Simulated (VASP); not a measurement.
# NaCaI3 (Pm-3m) in VASP: further runs

Aim: see how the results for NaCaI3 move with the level of theory and the settings. Levels: HSE06, r2SCAN50, PBE-based screened hybrid with 100 % exact exchange. Tasks: single point.

Program: VASP 6.6.1. These are calculated values, not measurements. Logs are shortened: lines on timing, memory, paths and dates and some standing lists are left out, and cuts for length are marked.

## (1) The cell of the first run

Symmetry: Pm-3m, No. 221, cubic system. Conventional cell: a = 6.126 Å, b = 6.126 Å, c = 6.126 Å, α = 90.00°, β = 90.00°, γ = 90.00°. Na (site symmetry m-3m) has 12 I at 4.33 Å and 8 Ca at 5.31 Å within 5.7 Å. Within 4.0 Å of Ca (site symmetry m-3m) lie 6 I at 3.06 Å. I (site symmetry 4/mmm) has 2 Ca at 3.06 Å within 4.0 Å.

## (2) Single point, HSE06

File POSCAR:

```
NaCaI3
1.0
    6.1258977409      0.0000000000      0.0000000000
    0.0000000000      6.1258977409      0.0000000000
    0.0000000000      0.0000000000      6.1258977409
Na Ca I
1 1 3
Direct
    0.0000000000      0.0000000000      0.0000000000
    0.5000000000      0.5000000000      0.5000000000
    0.5000000000      0.5000000000      0.0000000000
    0.5000000000      0.0000000000      0.5000000000
    0.0000000000      0.5000000000      0.5000000000
```

File INCAR.step1:

```
SYSTEM = NaCaI3
ALGO = Normal ; EDIFF = 1E-5
ENCUT = 520 ; GGA = PE
ISIF = 2 ; ISMEAR = 0
LASPH = .TRUE. ; LCHARG = .FALSE.
LREAL = .FALSE. ; LWAVE = .TRUE.
NBANDS = 27 ; NELM = 100
PREC = Accurate ; SIGMA = 0.01
```

File INCAR.step2:

```
SYSTEM = NaCaI3
ALGO = Normal ; EDIFF = 1E-6
ENCUT = 520 ; GGA = PE
HFSCREEN = 0.2079 ; ISIF = 2
ISMEAR = 0 ; ISTART = 1
LASPH = .TRUE. ; LCHARG = .FALSE.
LHFCALC = .TRUE. ; LREAL = .FALSE.
LWAVE = .FALSE. ; NBANDS = 27
NELM = 100 ; PREC = Accurate
PRECFOCK = Fast ; SIGMA = 0.01
```

File KPOINTS:

```
k-points
0
G
  2 2 2
  0 0 0
```

Potentials or basis: VASP PAW PBE potentials, release 64 (Na_pv, Ca_sv, I).

Launch:

```
$ cat potpaw_PBE.64/Na_pv/POTCAR potpaw_PBE.64/Ca_sv/POTCAR potpaw_PBE.64/I/POTCAR > POTCAR
$ cp INCAR.step1 INCAR
$ mpirun -np 1 vasp_std > vasp.out
$ cp INCAR.step2 INCAR
$ mpirun -np 1 vasp_std > vasp.out
```

OUTCAR:

```text
SYSTEM = NaCaI3
   EDIFF = 1E-6
   ENCUT = 520
   GGA = PE
   HFSCREEN = 0.2079
   ISIF = 2
   ISMEAR = 0
   ISTART = 1
   LASPH = .TRUE.
   LHFCALC = .TRUE.
   LREAL = .FALSE.
   NELM = 100
   PREC = Accurate
   PRECFOCK = Fast

 ion  position               nearest neighbor table
   1  0.000  0.000  0.000-
   2  0.500  0.500  0.500-   3 3.06   4 3.06   5 3.06   3 3.06   4 3.06   5 3.06
   3  0.500  0.500  0.000-   2 3.06   2 3.06
   4  0.500  0.000  0.500-   2 3.06   2 3.06
   5  0.000  0.500  0.500-   2 3.06   2 3.06

  LATTYP: Found a simple cubic cell.
 ALAT       =     6.1258977409

  Lattice vectors:

 A1 = (   6.1258977409,   0.0000000000,   0.0000000000)
 A2 = (   0.0000000000,   6.1258977409,   0.0000000000)
 A3 = (   0.0000000000,   0.0000000000,   6.1258977409)

Analysis of symmetry for initial positions (statically):
=====================================================================
 Subroutine PRICEL returns:
 Original cell was already a primitive cell.

 Routine SETGRP: Setting up the symmetry group for a
 simple cubic supercell.

 Subroutine GETGRP returns: Found 48 space group operations
 (whereof 48 operations were pure point group operations)
 out of a pool of 48 trial point group operations.

The static configuration has the point symmetry O_h .

Analysis of symmetry for dynamics (positions and initial velocities):
=====================================================================
 Subroutine PRICEL returns:
 Original cell was already a primitive cell.

 Routine SETGRP: Setting up the symmetry group for a
 simple cubic supercell.

 Subroutine GETGRP returns: Found 48 space group operations
 (whereof 48 operations were pure point group operations)
 out of a pool of 48 trial point group operations.

The dynamic configuration has the point symmetry O_h .

 Subroutine INISYM returns: Found 48 space group operations
 (whereof 48 operations are pure point group operations),
 and found     1 'primitive' translations

----------------------------------------------------------------------------------------

                                     Primitive cell

  volume of cell :     229.8843

  direct lattice vectors                    reciprocal lattice vectors
     6.125897741  0.000000000  0.000000000     0.163241380  0.000000000  0.000000000
     0.000000000  6.125897741  0.000000000     0.000000000  0.163241380  0.000000000
     0.000000000  0.000000000  6.125897741     0.000000000  0.000000000  0.163241380

  length of vectors
     6.125897741  6.125897741  6.125897741     0.163241380  0.163241380  0.163241380

  position of ions in fractional coordinates (direct lattice)
     0.000000000  0.000000000  0.000000000
     0.500000000  0.500000000  0.500000000
     0.500000000  0.500000000  0.000000000
     0.500000000  0.000000000  0.500000000
     0.000000000  0.500000000  0.500000000

  ion indices of the primitive-cell ions
   primitive index   ion index
                 1           1
                 2           2
                 3           3
                 4           4
                 5           5

----------------------------------------------------------------------------------------

 KPOINTS: k-points

Automatic generation of k-mesh.
 Grid dimensions read from file:
 generate k-points for:    2    2    2

 Generating k-lattice:

  Cartesian coordinates                     Fractional coordinates (reciprocal lattice)
     0.081620690  0.000000000  0.000000000     0.500000000  0.000000000  0.000000000
     0.000000000  0.081620690  0.000000000     0.000000000  0.500000000  0.000000000
     0.000000000  0.000000000  0.081620690     0.000000000  0.000000000  0.500000000

  Length of vectors
     0.081620690  0.081620690  0.081620690

  Shift w.r.t. Gamma in fractional coordinates (k-lattice)
     0.000000000  0.000000000  0.000000000

 Subroutine IBZKPT returns following result:
 ===========================================

 Found      4 irreducible k-points:

 Following reciprocal coordinates:
            Coordinates               Weight
  0.000000  0.000000  0.000000      1.000000
  0.500000  0.000000  0.000000      3.000000
  0.500000  0.500000  0.000000      3.000000
  0.500000  0.500000  0.500000      1.000000
   k-points           NKPTS =      4   k-points in BZ     NKDIM =      8   number of bands    NBANDS=     27
   number of dos      NEDOS =    301   number of ions     NIONS =      5
   total plane-waves  NPLWV = 110592
   dimension x,y,z NGX =    48 NGY =   48 NGZ =   48
   dimension x,y,z NGXF=    96 NGYF=   96 NGZF=   96
   ions per type =               1   1   3
   NGX,Y,Z   is equivalent  to a cutoff of  13.03, 13.03, 13.03 a.u.
   NGXF,Y,Z  is equivalent  to a cutoff of  26.05, 26.05, 26.05 a.u.
 SYSTEM =  NaCaI3
   PREC   = accura    normal or accurate (medium, high low for compatibility)
   ISTART =      1    job   : 0-new  1-cont  2-samecut
   ICHARG =      0    charge: 1-file 2-atom 10-const
[... 75 lines left out ...]
      4     -27.2982      2.00000
      5     -22.7597      2.00000
      6     -22.7597      2.00000
      7     -22.7597      2.00000
      8     -12.4883      2.00000
      9     -11.9841      2.00000
     10     -11.9840      2.00000
     11      -2.4288      2.00000
     12      -2.4288      2.00000
     13      -2.4288      2.00000
     14      -0.8683      2.00000
     15      -0.8683      2.00000
     16      -0.8683      2.00000
     17      -0.5418      2.00000
     18      -0.5418      2.00000
     19      -0.5418      2.00000
     20       3.1708      0.00000
     21       4.7381      0.00000
     22       4.7381      0.00000
     23       4.7381      0.00000
     24       5.2216      0.00000
     25       6.1306      0.00000
     26       6.1306      0.00000
     27       6.5147      0.00000

 k-point     2 :       0.5000    0.0000    0.0000
  band No.  band energies     occupation
      1     -43.2046      2.00000
      2     -27.2982      2.00000
      3     -27.2982      2.00000
      4     -27.2982      2.00000
      5     -22.7624      2.00000
      6     -22.7593      2.00000
      7     -22.7593      2.00000
      8     -12.3271      2.00000
      9     -12.0707      2.00000
     10     -11.9803      2.00000
     11      -2.3777      2.00000
     12      -2.1517      2.00000
     13      -2.1517      2.00000
     14      -1.6085      2.00000
     15      -1.2948      2.00000
     16      -1.2948      2.00000
     17      -1.0163      2.00000
     18      -0.6515      2.00000
     19      -0.6515      2.00000
     20       4.4900      0.00000
     21       4.8398      0.00000
     22       5.2579      0.00000
     23       5.6930      0.00000
     24       5.9397      0.00000
     25       5.9397      0.00000
     26       6.1396      0.00000
     27       7.2192      0.00000

 k-point     3 :       0.5000    0.5000    0.0000
  band No.  band energies     occupation
      1     -43.2047      2.00000
      2     -27.2982      2.00000
      3     -27.2982      2.00000
      4     -27.2982      2.00000
      5     -22.7621      2.00000
      6     -22.7621      2.00000
      7     -22.7590      2.00000
      8     -12.1563      2.00000
      9     -12.0642      2.00000
     10     -12.0642      2.00000
     11      -3.0189      2.00000
     12      -2.2931      2.00000
     13      -1.7967      2.00000
     14      -1.6264      2.00000
     15      -1.2898      2.00000
     16      -1.2898      2.00000
     17      -1.2695      2.00000
     18      -1.2695      2.00000
     19      -0.1802      2.00000
     20       4.5144      0.00000
     21       5.9704      0.00000
     22       6.0521      0.00000
     23       6.0521      0.00000
     24       6.1195      0.00000
     25       6.4720      0.00000
     26       6.4720      0.00000
     27       6.6493      0.00000

 k-point     4 :       0.5000    0.5000    0.5000
  band No.  band energies     occupation
      1     -43.2048      2.00000
      2     -27.2983      2.00000
      3     -27.2982      2.00000
      4     -27.2982      2.00000
      5     -22.7618      2.00000
      6     -22.7618      2.00000
      7     -22.7618      2.00000
      8     -12.0582      2.00000
      9     -12.0581      2.00000
     10     -12.0581      2.00000
     11      -3.6060      2.00000
     12      -2.2338      2.00000
     13      -2.2337      2.00000
     14      -2.2337      2.00000
     15      -1.6182      2.00000
     16      -1.6181      2.00000
     17      -0.1711      2.00000
     18      -0.1711      2.00000
     19      -0.1711      2.00000
     20       3.5490      0.00000
     21       6.4134      0.00000
     22       6.4134      0.00000
     23       6.4134      0.00000
     24       6.6151      0.00000
     25       6.6151      0.00000
     26       6.6151      0.00000
     27       7.8895      0.00000

------------------------ aborting loop because EDIFF is reached ----------------------------------------

  FORCE on cell =-STRESS in cart. coord.  units (eV):
  Direction    XX          YY          ZZ          XY          YZ          ZX
  --------------------------------------------------------------------------------------
  -------------------------------------------------------------------------------------
  Total        0.3139716      0.3139716      0.3139716      0.0000000     -0.0000000      0.0000000
  in kB        2.1882240      2.1882240      2.1882240      0.0000000     -0.0000000      0.0000000
  external PRESSURE =       2.1882240 kB  Pullay stress =       0.0000000 kB

 VOLUME and BASIS-vectors are now :
 -----------------------------------------------------------------------------
  energy-cutoff  :      520.00
  volume of cell :      229.88
      direct lattice vectors                 reciprocal lattice vectors
     6.125897741  0.000000000  0.000000000     0.163241380  0.000000000  0.000000000
     0.000000000  6.125897741  0.000000000     0.000000000  0.163241380  0.000000000
     0.000000000  0.000000000  6.125897741     0.000000000  0.000000000  0.163241380

 POSITION                                       TOTAL-FORCE (eV/Angst)
 -----------------------------------------------------------------------------------
      0.00000      0.00000      0.00000         0.000000      0.000000      0.000000
      3.06295      3.06295      3.06295         0.000000      0.000000      0.000000
      3.06295      3.06295      0.00000         0.000000      0.000000      0.000000
      3.06295      0.00000      3.06295         0.000000      0.000000      0.000000
      0.00000      3.06295      3.06295         0.000000      0.000000      0.000000
 -----------------------------------------------------------------------------------
    total drift:                                0.000002      0.000002      0.000001

  FREE ENERGIE OF THE ION-ELECTRON SYSTEM (eV)
  ---------------------------------------------------
  free  energy   TOTEN  =       -16.5092267025 eV

  energy  without entropy=      -16.5092267025  energy(sigma->0) =      -16.50922670
```

Wall time 3.3 min (1 thread of AMD EPYC 7R13 (Zen 3), shared host); peak memory 0.41 GiB.

Results:

```
Free energy            : -16.5092 eV
Pressure               : 0.2 GPa
Band gap on the k mesh : 3.34 eV (least direct gap 3.71 eV)
```

Caveat: the k points lie up to 0.51 Å⁻¹ apart; the PAW data sets were made with another functional, which shifts forces and pressure a little; spin-orbit coupling is left out, which moves the levels of the heavy elements. A k mesh can miss the band edges.

## (3) Single point, r2SCAN50

POSCAR is that of step 2.

File INCAR.step1:

```
SYSTEM = NaCaI3
  PREC = Accurate
  ENCUT = 520
  EDIFF = 1E-5
  ISMEAR = 0
  SIGMA = 0.01
  LREAL = .FALSE.
  LASPH = .TRUE.
  NELM = 80
  ALGO = Normal
  ISIF = 2
  LWAVE = .TRUE.
  LCHARG = .FALSE.
  GGA = PE
  NBANDS = 27
```

File INCAR.step2:

```
SYSTEM = NaCaI3
  PREC = Accurate
  ENCUT = 520
  EDIFF = 1E-6
  ISMEAR = 0
  SIGMA = 0.01
  LREAL = .FALSE.
  LASPH = .TRUE.
  NELM = 80
  ALGO = Normal
  ISIF = 2
  LWAVE = .FALSE.
  LCHARG = .FALSE.
  METAGGA = R2SCAN
  LHFCALC = .TRUE.
  AEXX = 0.5
  LMIXTAU = .TRUE.
  PRECFOCK = Fast
  ISTART = 1
  NBANDS = 27
```

File KPOINTS:

```
regular mesh
0
G
  2 2 2
  0 0 0
```

Potentials or basis: VASP PAW PBE potentials, release 64 (Na_pv, Ca_sv, I).

Launch:

```
$ cat potpaw_PBE.64/Na_pv/POTCAR potpaw_PBE.64/Ca_sv/POTCAR potpaw_PBE.64/I/POTCAR > POTCAR
$ cp INCAR.step1 INCAR
$ mpirun -np 1 vasp_std > vasp.out
$ cp INCAR.step2 INCAR
$ mpirun -np 1 vasp_std > vasp.out
```

Wall time 4.3 min (1 thread of AMD EPYC 7R13 (Zen 3), shared host); peak memory 0.35 GiB.

Results (log left out):

| Property | Result |
| --- | --- |
| Free energy | -60.8813 eV |
| Pressure | -0.2 GPa |
| Band gap on the k mesh | 5.85 eV (least direct gap 6.26 eV) |

Levels at points of the mesh, in eV from the valence-band top:
```csv
k point,band 15,band 16,band 17,band 18,band 19,band 20,band 21,band 22,band 23,band 24
"(0.00, 0.00, 0.00)",-0.78,-0.78,-0.41,-0.41,-0.41,5.85,7.71,7.71,7.71,8.10
"(0.50, 0.00, 0.00)",-1.22,-1.22,-0.93,-0.53,-0.53,7.32,7.85,7.86,8.77,9.06
"(0.50, 0.50, 0.00)",-1.23,-1.23,-1.20,-1.20,-0.01,7.38,8.79,9.16,9.16,9.25
"(0.50, 0.50, 0.50)",-1.52,-1.52,0.00,0.00,0.00,6.28,9.18,9.18,9.18,9.95
```

Caveat: the k points lie up to 0.51 Å⁻¹ apart; the PAW data sets were made with another functional, which shifts forces and pressure a little; spin-orbit coupling is left out, which moves the levels of the heavy elements.

## (4) Single point, PBE-based screened hybrid with 100 % exact exchange

POSCAR is that of step 3.

File INCAR.step1:

```
PREC = Accurate
ENCUT = 520
EDIFF = 1E-5
ISMEAR = 0
SIGMA = 0.01
LREAL = F
LASPH = T
NELM = 60
ALGO = Normal
ISIF = 2
LWAVE = T
GGA = PE
NBANDS = 27
```

File INCAR.step2:

```
PREC = Accurate
ENCUT = 520
EDIFF = 1E-6
ISMEAR = 0
SIGMA = 0.01
LREAL = F
LASPH = T
NELM = 60
ALGO = Normal
ISIF = 2
LWAVE = F
LCHARG = T
GGA = PE
LHFCALC = T
AEXX = 1.0
HFSCREEN = 0.1
PRECFOCK = Fast
LELF = T
LVHAR = T
ISTART = 1
NBANDS = 27
ALDAC = 1.0
AGGAC = 1.0
```

File KPOINTS:

```
regular mesh
0
Gamma
  2 2 2
```

Launch:

```
$ cat potpaw_PBE.64/Na_pv/POTCAR potpaw_PBE.64/Ca_sv/POTCAR potpaw_PBE.64/I/POTCAR > POTCAR
$ cp INCAR.step1 INCAR
$ mpirun -np 1 vasp_std > vasp.out
$ cp INCAR.step2 INCAR
$ mpirun -np 1 vasp_std > vasp.out
```

Wall time 3.9 min (1 thread of AMD EPYC 7R13 (Zen 3), shared host); peak memory 0.41 GiB.

The run converged. Its results:

```yaml
Free_energy: -27.8160 eV
Pressure: -0.7 GPa
Band_gap_on_the_k_mesh: 7.81 eV (least direct gap 8.21 eV)
```

Levels at points of the mesh, in eV from the valence-band top:
```
           k point  band 17  band 18  band 19  band 20  band 21  band 22
(0.00, 0.00, 0.00)    -0.44    -0.44    -0.44     7.81     9.98     9.98
(0.50, 0.00, 0.00)    -1.00    -0.58    -0.58     9.29     9.82    10.19
(0.50, 0.50, 0.00)    -1.28    -1.28    -0.01     9.37    10.75    11.16
(0.50, 0.50, 0.50)     0.00     0.00     0.00     8.21    11.21    11.21
```

Caveat: the k points lie up to 0.51 Å⁻¹ apart; the PAW data sets were made with another functional, which shifts forces and pressure a little; spin-orbit coupling is left out, which moves the levels of the heavy elements.

## (5) Single point, HSE06

POSCAR is that of step 4.

File INCAR.step1:

```
SYSTEM = NaCaI3
PREC = Accurate ; ENCUT = 520
EDIFF = 1E-5 ; ISMEAR = 0
SIGMA = 0.05 ; LREAL = .FALSE.
LASPH = .TRUE. ; NELM = 100
ALGO = Normal ; ISIF = 2
LWAVE = .TRUE. ; LCHARG = .FALSE.
NBANDS = 27 ; GGA = PE
```

File INCAR.step2:

```
SYSTEM = NaCaI3
PREC = Accurate ; ENCUT = 520
EDIFF = 1E-7 ; ISMEAR = 0
SIGMA = 0.05 ; LREAL = .FALSE.
LASPH = .TRUE. ; NELM = 100
ALGO = Normal ; ISIF = 2
LWAVE = .FALSE. ; LCHARG = .FALSE.
GGA = PE ; LHFCALC = .TRUE.
HFSCREEN = 0.2079 ; PRECFOCK = Fast
NBANDS = 27 ; ISTART = 1
```

File KPOINTS:

```
regular mesh
0
G
  2 2 2
  0 0 0
```

Launch:

```
$ cat potpaw_PBE.64/Na_pv/POTCAR potpaw_PBE.64/Ca_sv/POTCAR potpaw_PBE.64/I/POTCAR > POTCAR
$ cp INCAR.step1 INCAR
$ mpirun -np 1 vasp_std > vasp.out
$ cp INCAR.step2 INCAR
$ mpirun -np 1 vasp_std > vasp.out
```

Run time: 4.1 min. Hardware: 1 thread of AMD EPYC 7R13 (Zen 3), shared host; peak memory 0.41 GiB.

Results (log left out):

```
Free energy            : -16.5092 eV
Pressure               : 0.2 GPa
Band gap on the k mesh : 3.34 eV (least direct gap 3.71 eV)
```

Levels at points of the mesh, in eV from the valence-band top:
```
           k point  band 17  band 18  band 19  band 20  band 21  band 22
(0.00, 0.00, 0.00)    -0.37    -0.37    -0.37     3.34     4.91     4.91
(0.50, 0.00, 0.00)    -0.85    -0.48    -0.48     4.66     5.01     5.43
(0.50, 0.50, 0.00)    -1.10    -1.10    -0.01     4.69     6.14     6.22
(0.50, 0.50, 0.50)     0.00     0.00     0.00     3.72     6.58     6.58
```

Caveat: the k points lie up to 0.51 Å⁻¹ apart; the PAW data sets were made with another functional, which shifts forces and pressure a little; spin-orbit coupling is left out, which moves the levels of the heavy elements. A k mesh can miss the band edges.

## (6) Summary

| level | smearing | share of exact exchange | screening parameter | gap on the mesh (eV) | pressure (GPa) |
| --- | --- | --- | --- | --- | --- |
| HSE06 | gaussian 0.01 eV | 0.25 | 0.2079 1/Å | 3.34 | 0.2 |
| r2SCAN50 | gaussian 0.01 eV | 0.5 | - | 5.85 | -0.2 |
| PBE-based screened hybrid with 100 % exact exchange | gaussian 0.01 eV | 1 | 0.1 1/Å | 7.81 | -0.7 |
| HSE06 | gaussian 0.05 eV | 0.25 | 0.2079 1/Å | 3.34 | 0.2 |

Alike in all rows: task single point; potentials or basis VASP PAW PBE potentials, release 64 (Na_pv, Ca_sv, I); no spin polarisation; cell as given; k mesh 2 × 2 × 2; cutoff (eV) 520.

Caveats: all runs use coarse meshes; the PAW data sets were made with another functional, which shifts forces and pressure a little; spin-orbit coupling is left out, which moves the levels of the heavy elements.

Absolute energies hang on the potentials; compare differences alone.
